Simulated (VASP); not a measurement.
Set up this calculation in VASP 6.6.1, as the native input.

```yaml
Task: relaxation of cell and atoms
Functional: revPBE
Potentials_or_basis: VASP PAW PBE potentials, release 64 (Fe)
Cutoff: 600 eV
k_mesh: 13 × 13 × 13
Occupations: fermi-dirac, width 0.15 eV
Spin: collinear spin, ferromagnetic start
Starting_moments: "[-0.81] μB"
Hubbard_terms: Fe d U = 4.0 eV
Dipole_correction: no
Further_INCAR_settings: ALGO = Normal; EDIFF = 1e-07; IBRION = 2; EDIFFG = -0.01; NSW = 60; ISIF = 3
```

The structure of Fe lies in POSCAR:

```
Fe
1.0
   -1.4430000000      1.4430000000      1.4430000000
    1.4430000000     -1.4430000000      1.4430000000
    1.4430000000      1.4430000000     -1.4430000000
Fe
1
Direct
    0.0000000000      0.0000000000      0.0000000000
```

These files were run (other wordings do the same):

INCAR

```
  ALGO = Normal
  EDIFF = 1E-7
  EDIFFG = -0.01
  ENCUT = 600
  GGA = RE
  IBRION = 2
  ISIF = 3
  ISMEAR = -1
  ISPIN = 2
  LASPH = T
  LCHARG = F
  LDAU = T
  LDAUJ = 0
  LDAUL = 2
  LDAUPRINT = 1
  LDAUTYPE = 2
  LDAUU = 4
  LMAXMIX = 4
  LORBIT = 11
  LREAL = F
  LWAVE = F
  MAGMOM = -0.81
  NELM = 150
  NSW = 60
  PREC = Accurate
  SIGMA = 0.15
```

KPOINTS

```
k-points
0
Gamma
  13 13 13
```

Potentials or basis: VASP PAW PBE potentials, release 64 (Fe).

Launch:

```console
$ cat potpaw_PBE.64/Fe/POTCAR > POTCAR
$ mpirun -np 1 vasp_std > vasp.out
```

It gave:

* Relaxed volume: 13.32 Å³/atom
* Relaxed cell: a = 2.586 Å, b = 2.586 Å, c = 2.586 Å, α = 109.47°, β = 109.47°, γ = 109.47°
* Space group after relaxing (to 0.05 Å): Im-3m (No. 229)
* Energy gained by relaxing: 54.5 meV/atom
* Ionic steps: 3
* Pressure after relaxing: 0.0 GPa
* Net moment: -2.97 μB per cell
* Site moments: Fe -3.11 μB
* Valence electrons inside the program's atomic spheres: Fe 7.00

Caveat: the PAW data sets were made with another functional, which shifts forces and pressure a little; the volume moved by +11 % from the deposited cell, more than functionals usually miss; the U is typed as a test and isn't derived for this compound.

Wall time 35 s on 1 thread of Intel(R) Xeon(R) Platinum 8488C (Sapphire Rapids), with other jobs on the host, peak memory 0.13 GiB.
